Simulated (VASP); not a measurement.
Here is a VASP 6.6.1 calculation.

File POSCAR:

```
InAs
1.0
    0.0000000000      2.8773040000      2.8773040000
    2.8773040000      0.0000000000      2.8773040000
    2.8773040000      2.8773040000      0.0000000000
In As
1 1
Direct
    0.5000000000      0.5000000000      0.5000000000
    0.0000000000      0.0000000000      0.0000000000
```

Contents of INCAR.step1:

```
SYSTEM = InAs
ALGO = Normal
EDIFF = 1E-5
ENCUT = 600
GGA = PE
ISMEAR = -1
LASPH = .True.
LCHARG = .False.
LREAL = .False.
LWAVE = .True.
NBANDS = 16
NELM = 100
PREC = Accurate
SIGMA = 0.05
```

INCAR.step2

```
SYSTEM = InAs
AEXX = 0.25
ALGO = Normal
EDIFF = 1E-6
EDIFFG = -0.01
ENCUT = 600
GGA = PE
HFSCREEN = 0.3
IBRION = 2
ISIF = 3
ISMEAR = -1
ISTART = 1
LASPH = .True.
LCHARG = .False.
LHFCALC = .True.
LREAL = .False.
LWAVE = .False.
NELM = 100
NSW = 60
PREC = Accurate
PRECFOCK = Normal
SIGMA = 0.05
```

File KPOINTS:

```
k-points
0
Gamma
  4 4 4
  0 0 0
```

Potentials or basis: VASP PAW PBE potentials, release 64 (In_d, As).

Launch:

```sh
$ cat potpaw_PBE.64/In_d/POTCAR potpaw_PBE.64/As/POTCAR > POTCAR
$ cp INCAR.step1 INCAR
$ mpirun -np 1 vasp_std > vasp.out
$ cp INCAR.step2 INCAR
$ mpirun -np 1 vasp_std > vasp.out
```

**Question.** What does it give for the relaxed cell?

**Answer.** a = 4.034 Å, b = 4.034 Å, c = 4.034 Å, α = 60.00°, β = 60.00°, γ = 60.00°.

**Question.** Estimate the band gap on the k mesh.

**Answer.** Zero (bands 9 and 10 overlap by 2.74 eV).

Final structure:
```xyz
2
Lattice="0.0000 2.8526 2.8526 2.8526 0.0000 2.8526 2.8526 2.8526 0.0000" Properties=species:S:1:pos:R:3 pbc="T T T"
In    2.8526    2.8526    2.8526
As    0.0000    0.0000    0.0000
```

Caveat: the k points lie up to 0.48 Å⁻¹ apart in the final cell, too coarse for converged energies and pressures of a metal; spin-orbit coupling is left out, which moves the levels of the heavy elements.
